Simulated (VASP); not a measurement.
# AlN (P6_3mc) in VASP: notebook

Runs on AlN. Level: r2SCAN. Tasks: single point.

All numbers are computed with VASP 6.6.1; they aren't measurements. Logs are shortened: lines on timing, memory, paths and dates and some standing lists are left out, and cuts for length are marked.

### 1 The cell of the first run

It takes space group P6_3mc (No. 186, hexagonal). The conventional cell has a = 3.077 Å, b = 3.077 Å, c = 4.919 Å, α = 90.00°, β = 90.00°, γ = 120.00°. Within 2.5 Å of Al (site symmetry 3m) lie 4 N at 1.87 to 1.88 Å. Within 2.5 Å of N (site symmetry 3m) lie 4 Al at 1.87 to 1.88 Å.

### 2 Single point, r2SCAN

The input, POSCAR:

```
AlN
1.0
    3.0766114497      0.0000000000      0.0000000000
   -1.5383057249      2.6644236730      0.0000000000
    0.0000000000      0.0000000000      4.9193820852
Al N
2 2
Direct
    0.3333333333      0.6666666667     -0.0011195207
    0.6666666667      0.3333333333      0.4988804793
    0.3333333333      0.6666666667      0.3811195207
    0.6666666667      0.3333333333      0.8811195207
```

The input, INCAR.step1:

```
PREC = Accurate ; ENCUT = 520
ISMEAR = 0 ; SIGMA = 0.01
LREAL = False ; LASPH = True
NELM = 60 ; NBANDS = 16
GGA = PE ; ALGO = Normal
EDIFF = 1E-4 ; LWAVE = True
LCHARG = False
```

The input, INCAR.step2:

```
PREC = Accurate ; ENCUT = 520
EDIFF = 1E-6 ; ISMEAR = 0
SIGMA = 0.01 ; LREAL = False
LASPH = True ; NELM = 60
ALGO = Normal ; ISIF = 2
LWAVE = False ; LCHARG = False
METAGGA = R2SCAN ; LMIXTAU = True
NBANDS = 16 ; ISTART = 1
```

The input, KPOINTS:

```
regular mesh
0
Gamma
  8 8 6
```

Potentials or basis: VASP PAW PBE potentials, release 64 (Al, N).

Command:

```console
cat potpaw_PBE.64/Al/POTCAR potpaw_PBE.64/N/POTCAR > POTCAR
cp INCAR.step1 INCAR
mpirun -np 1 vasp_std > vasp.out
cp INCAR.step2 INCAR
mpirun -np 1 vasp_std > vasp.out
```

OUTCAR:

```text
PREC = Accurate
   ENCUT = 520
   EDIFF = 1E-6
   ISMEAR = 0
   LREAL = False
   LASPH = True
   NELM = 60
   ISIF = 2
   METAGGA = R2SCAN
   ISTART = 1

 ion  position               nearest neighbor table
   1  0.333  0.667  0.999-   4 1.87   4 1.87   4 1.87   3 1.88   2 3.03   2 3.03   2 3.03   2 3.03
                             2 3.03   2 3.03
   2  0.667  0.333  0.499-   3 1.87   3 1.87   3 1.87   4 1.88   1 3.03   1 3.03   1 3.03   1 3.03
                             1 3.03   1 3.03
   3  0.333  0.667  0.381-   2 1.87   2 1.87   2 1.87   1 1.88
   4  0.667  0.333  0.881-   1 1.87   1 1.87   1 1.87   2 1.88

  LATTYP: Found a hexagonal cell.
 ALAT       =     3.0766114497
 C/A-ratio  =     1.5989611186

  Lattice vectors:

 A1 = (   3.0766114497,   0.0000000000,   0.0000000000)
 A2 = (  -1.5383057249,   2.6644236730,   0.0000000000)
 A3 = (   0.0000000000,   0.0000000000,   4.9193820852)

Analysis of symmetry for initial positions (statically):
=====================================================================
 Subroutine PRICEL returns:
 Original cell was already a primitive cell.

 Routine SETGRP: Setting up the symmetry group for a
 hexagonal supercell.

 Subroutine GETGRP returns: Found 12 space group operations
 (whereof  6 operations were pure point group operations)
 out of a pool of 24 trial point group operations.

The static configuration has the point symmetry C_3v.
 The point group associated with its full space group is C_6v.

Analysis of symmetry for dynamics (positions and initial velocities):
=====================================================================
 Subroutine PRICEL returns:
 Original cell was already a primitive cell.

 Routine SETGRP: Setting up the symmetry group for a
 hexagonal supercell.

 Subroutine GETGRP returns: Found 12 space group operations
 (whereof  6 operations were pure point group operations)
 out of a pool of 24 trial point group operations.

The dynamic configuration has the point symmetry C_3v.
 The point group associated with its full space group is C_6v.

 Subroutine INISYM returns: Found 12 space group operations
 (whereof  6 operations are pure point group operations),
 and found     1 'primitive' translations

----------------------------------------------------------------------------------------

                                     Primitive cell

  volume of cell :      40.3261

  direct lattice vectors                    reciprocal lattice vectors
     3.076611450  0.000000000  0.000000000     0.325032919  0.187657843  0.000000000
    -1.538305725  2.664423673  0.000000000     0.000000000  0.375315687  0.000000000
     0.000000000  0.000000000  4.919382085     0.000000000  0.000000000  0.203277563

  length of vectors
     3.076611450  3.076611450  4.919382085     0.375315687  0.375315687  0.203277563

  position of ions in fractional coordinates (direct lattice)
     0.333333333  0.666666667  0.998880479
     0.666666667  0.333333333  0.498880479
     0.333333333  0.666666667  0.381119521
     0.666666667  0.333333333  0.881119521

  ion indices of the primitive-cell ions
   primitive index   ion index
                 1           1
                 2           2
                 3           3
                 4           4

----------------------------------------------------------------------------------------

 KPOINTS: regular mesh

Automatic generation of k-mesh.
 Grid dimensions read from file:
 generate k-points for:    8    8    6

 Generating k-lattice:

  Cartesian coordinates                     Fractional coordinates (reciprocal lattice)
     0.040629115  0.023457230  0.000000000     0.125000000  0.000000000  0.000000000
     0.000000000  0.046914461  0.000000000     0.000000000  0.125000000  0.000000000
     0.000000000  0.000000000  0.033879594     0.000000000  0.000000000  0.166666667

  Length of vectors
     0.046914461  0.046914461  0.033879594

  Shift w.r.t. Gamma in fractional coordinates (k-lattice)
     0.000000000  0.000000000  0.000000000

 Subroutine IBZKPT returns following result:
 ===========================================

 Found     40 irreducible k-points:

 Following reciprocal coordinates:
            Coordinates               Weight
  0.000000  0.000000  0.000000      1.000000
  0.125000  0.000000  0.000000      6.000000
  0.250000  0.000000  0.000000      6.000000
  0.375000 -0.000000  0.000000      6.000000
  0.500000  0.000000  0.000000      3.000000
  0.125000  0.125000  0.000000      6.000000
[... 16 lines left out ...]
  0.250000  0.000000  0.333333     12.000000
  0.375000 -0.000000  0.333333     12.000000
 [... further k-points ...]
   k-points           NKPTS =     40   k-points in BZ     NKDIM =     40   number of bands    NBANDS=     16
   number of dos      NEDOS =    301   number of ions     NIONS =      4
   total plane-waves  NPLWV =  23040
   dimension x,y,z NGX =    24 NGY =   24 NGZ =   40
   dimension x,y,z NGXF=    48 NGYF=   48 NGZF=   80
   ions per type =               2   2
   NGX,Y,Z   is equivalent  to a cutoff of  12.97, 12.97, 13.52 a.u.
   NGXF,Y,Z  is equivalent  to a cutoff of  25.94, 25.94, 27.04 a.u.
 SYSTEM =  unknown system
   PREC   = accura    normal or accurate (medium, high low for compatibility)
   ISTART =      1    job   : 0-new  1-cont  2-samecut
   ICHARG =      0    charge: 1-file 2-atom 10-const
   ISPIN  =      1    spin polarized calculation?
   LNONCOLLINEAR =      F non collinear calculations
   LSORBIT =      F    spin-orbit coupling
   LASPH  =      T    aspherical Exc in radial PAW
   ENCUT  =  520.0 eV  38.22 Ry    6.18 a.u.   5.72  5.72  9.15*2*pi/ulx,y,z
   NELM   =     60;   NELMIN=  2; NELMDL=  0     # of ELM steps
   EDIFF  = 0.1E-05   stopping-criterion for ELM
   LREAL  =      F    real-space projection
   EDIFFG = 0.1E-04   stopping-criterion for IOM
   NSW    =      0    number of steps for IOM
   IBRION =     -1    ionic relax: 0-MD 1-quasi-New 2-CG
   NFREE  =      0    steps in history (QN), initial steepest desc. (CG)
   ISIF   =      2    stress and relaxation
   ISYM   =      2    0-nonsym 1-usesym 2-fastsym
   POTIM  = 0.5000    time-step for ionic-motion
   TEBEG  =    0.0;   TEEND  =   0.0 temperature during run
   PSTRESS=    0.0 pullay stress
   NELECT =      16.0000    total number of electrons
   NUPDOWN=      -1.0000    fix difference up-down
   EMIN   =  10.00;   EMAX   =-10.00  energy-range for DOS
   EFERMI =   0.00;   METHOD = LEGACY
   ISMEAR =     0;   SIGMA  =   0.01  broadening in eV -4-tet -1-fermi 0-gaus
   EFERMI_NEDOS =   21; number of points for ismear=-14 and -15
   IALGO  =     38    algorithm
   IMIX   =      4    mixing-type and parameters
     AMIX     =   0.40;   BMIX     =  1.00
     AMIX_MAG =   1.60;   BMIX_MAG =  1.00
  volume/ion in A,a.u.               =      10.08        68.03
  Fermi-wavevector in a.u.,A,eV,Ry     =   1.202964  2.273272 19.689298  1.447123
  Thomas-Fermi vector in A             =   2.338731
   LORBIT       =      0    0 simple, 1 ext, 2 COOP (PROOUT), +10 PAW based schemes
   METAGGA = R2SCAN    functional components
   LHFCALC =     F    Hartree Fock is set to
   AEXX    =    0.0000 exact exchange contribution
   IVDW    =     0    specifies the selected vdW correction
   LEPSILON=     F    determine dielectric tensor
   LRPA    =     F    only Hartree local field effects (RPA)
 non-spin polarized calculation
 Gauss-broadening in eV      SIGMA  =   0.01
  energy-cutoff  :      520.00
  volume of cell :       40.33
 maximum number of plane-waves:      1096
 NGX is ok and might be reduce to    24
   NGX = 11   NGY = 11   NGZ = 19

 number of electron      15.9999996 magnetization

 Free energy of the ion-electron system (eV)
  ---------------------------------------------------
  ext. energy  EPLUGINS =         0.00000000
  ---------------------------------------------------
  free energy    TOTEN  =       -38.43039714 eV

  energy without entropy =      -38.43039714  energy(sigma->0) =      -38.43039714

 E-fermi :   6.3118     XC(G=0): -11.5604

 val. band max:        6.2403301547   @ k =   0.0000   0.0000   0.0000
 cond. band min:      11.4390844238   @ k =   0.0000   0.0000   0.0000
 fundamental gap:      5.1987542691
 Fermi energy:         6.3117969525

 k-point     1 :       0.0000    0.0000    0.0000
  band No.  band energies     occupation
      1      -9.9519      2.00000
      2      -7.7220      2.00000
      3       0.0162      2.00000
      4       5.3089      2.00000
      5       5.3089      2.00000
      6       5.9830      2.00000
[... 8 lines left out ...]
     15      20.6447      0.00000
     16      20.6802      0.00000

 k-point     2 :       0.1250    0.0000    0.0000
  band No.  band energies     occupation
      1      -9.7457      2.00000
      2      -7.6085      2.00000
      3       0.2628      2.00000
      4       4.4299      2.00000
      5       5.0551      2.00000
      6       5.1729      2.00000
[... 8 lines left out ...]
     15      20.2857      0.00000
     16      20.4736      0.00000

 k-point     3 :       0.2500    0.0000    0.0000
  band No.  band energies     occupation
      1      -9.1722      2.00000
      2      -7.3423      2.00000
      3       0.9703      2.00000
      4       2.6581      2.00000
      5       3.7042      2.00000
      6       4.5708      2.00000
[... 8 lines left out ...]
     15      19.7350      0.00000
     16      20.7553      0.00000
[... 362 lines left out ...]
 k-point    23 :       0.2500    0.0000    0.3333
  band No.  band energies     occupation
      1      -8.7923      2.00000
      2      -7.8956      2.00000
      3       1.5209      2.00000
      4       2.6794      2.00000
      5       3.7433      2.00000
      6       4.8382      2.00000
[... 8 lines left out ...]
     15      19.8446      0.00000
     16      20.7480      0.00000

 k-point    24 :       0.3750   -0.0000    0.3333
  band No.  band energies     occupation
      1      -8.1108      2.00000
      2      -7.4858      2.00000
      3       0.7605      2.00000
      4       1.4302      2.00000
      5       3.7219      2.00000
      6       4.4790      2.00000
[... 8 lines left out ...]
     15      19.9440      0.00000
     16      21.7811      0.00000

 [... further k-points ...]

------------------------ aborting loop because EDIFF is reached ----------------------------------------

  FORCE on cell =-STRESS in cart. coord.  units (eV):
  Direction    XX          YY          ZZ          XY          YZ          ZX
  --------------------------------------------------------------------------------------
  -------------------------------------------------------------------------------------
  Total        1.6670206      1.6670206      1.6742069     -0.0000000      0.0000000      0.0000000
  in kB       66.2315732     66.2315732     66.5170861     -0.0000000      0.0000000      0.0000000
  external PRESSURE =      66.3267442 kB  Pullay stress =       0.0000000 kB

 VOLUME and BASIS-vectors are now :
 -----------------------------------------------------------------------------
  energy-cutoff  :      520.00
  volume of cell :       40.33
      direct lattice vectors                 reciprocal lattice vectors
     3.076611450  0.000000000  0.000000000     0.325032919  0.187657843  0.000000000
    -1.538305725  2.664423673  0.000000000     0.000000000  0.375315687  0.000000000
     0.000000000  0.000000000  4.919382085     0.000000000  0.000000000  0.203277563

 POSITION                                       TOTAL-FORCE (eV/Angst)
 -----------------------------------------------------------------------------------
     -0.00000      1.77628      4.91387        -0.000000     -0.000000     -0.001937
      1.53831      0.88814      2.45418         0.000000     -0.000000     -0.001937
     -0.00000      1.77628      1.87487        -0.000000      0.000000      0.001937
      1.53831      0.88814      4.33456        -0.000000      0.000000      0.001937
 -----------------------------------------------------------------------------------
    total drift:                               -0.000000      0.000000     -0.023769

  FREE ENERGIE OF THE ION-ELECTRON SYSTEM (eV)
  ---------------------------------------------------
  free  energy   TOTEN  =       -38.4303971373 eV

  energy  without entropy=      -38.4303971373  energy(sigma->0) =      -38.43039714
```

It took 33 s on 1 thread of Intel Xeon 6975P-C (Granite Rapids), shared host; peak memory 0.16 GiB.

What came out:

```
Free energy            : -38.4304 eV
Pressure               : 6.6 GPa
Band gap on the k mesh : 5.20 eV, direct
```

Levels at points of the mesh, in eV from the valence-band top:
```tsv
k point	band 5	band 6	band 7	band 8	band 9	band 10	band 11	band 12
(0.00, 0.00, 0.00)	-0.93	-0.26	-0.26	0.00	5.20	7.79	11.89	12.24
(0.50, 0.00, 0.00)	-3.48	-2.21	-1.83	-0.74	6.53	6.65	9.32	11.48
(0.00, 0.00, 0.50)	-0.60	-0.60	-0.60	-0.60	7.53	7.53	11.58	11.58
(0.50, 0.00, 0.50)	-1.55	-1.55	-1.43	-1.43	6.11	6.11	10.33	10.33
```

Caveat: the PAW data sets were made with another functional, which shifts forces and pressure a little. A k mesh can miss the band edges.

### 3 Single point, r2SCAN

This run uses another cell than the first one, of 10.21 Å³/atom, 1.013 times its volume.

The input, POSCAR:

```
AlN
1.0
    3.0889923816      0.0000000000      0.0000000000
   -1.5444961908      2.6751458746      0.0000000000
    0.0000000000      0.0000000000      4.9440225952
Al N
2 2
Direct
    0.3333333333      0.6666666667     -0.0009810679
    0.6666666667      0.3333333333      0.4990189321
    0.3333333333      0.6666666667      0.3809810679
    0.6666666667      0.3333333333      0.8809810679
```

The input, INCAR.step1:

```
PREC = Accurate
ENCUT = 520
ISMEAR = 0
SIGMA = 0.01
LREAL = False
LASPH = True
NELM = 100
NBANDS = 16
GGA = PE
ALGO = Normal
EDIFF = 1E-4
LWAVE = True
LCHARG = False
```

The input, INCAR.step2:

```
PREC = Accurate
ENCUT = 520
EDIFF = 1E-6
ISMEAR = 0
SIGMA = 0.01
LREAL = False
LASPH = True
NELM = 100
ALGO = Normal
ISIF = 2
LWAVE = False
LCHARG = False
METAGGA = R2SCAN
LMIXTAU = True
NBANDS = 16
ISTART = 1
```

KPOINTS is that of step 2.

Potentials or basis: VASP PAW PBE potentials, release 64 (Al, N).

Command:

```console
cat potpaw_PBE.64/Al/POTCAR potpaw_PBE.64/N/POTCAR > POTCAR
cp INCAR.step1 INCAR
mpirun -np 1 vasp_std > vasp.out
cp INCAR.step2 INCAR
mpirun -np 1 vasp_std > vasp.out
```

It took 36 s on 1 thread of Intel Xeon 6975P-C (Granite Rapids), shared host; peak memory 0.17 GiB.

It converged, with:

* Free energy: -38.4480 eV
* Pressure: 3.6 GPa
* Band gap on the k mesh: 5.08 eV, direct

Levels at points of the mesh, in eV from the valence-band top:
| k point | band 6 | band 7 | band 8 | band 9 | band 10 | band 11 |
| --- | --- | --- | --- | --- | --- | --- |
| (0.00, 0.00, 0.00) | -0.24 | -0.24 | 0.00 | 5.08 | 7.69 | 11.78 |
| (0.50, 0.00, 0.00) | -2.18 | -1.80 | -0.72 | 6.50 | 6.62 | 9.21 |
| (0.00, 0.00, 0.50) | -0.59 | -0.59 | -0.59 | 7.42 | 7.42 | 11.47 |
| (0.50, 0.00, 0.50) | -1.53 | -1.41 | -1.41 | 6.06 | 6.06 | 10.26 |

Caveat: the PAW data sets were made with another functional, which shifts forces and pressure a little. A k mesh can miss the band edges.
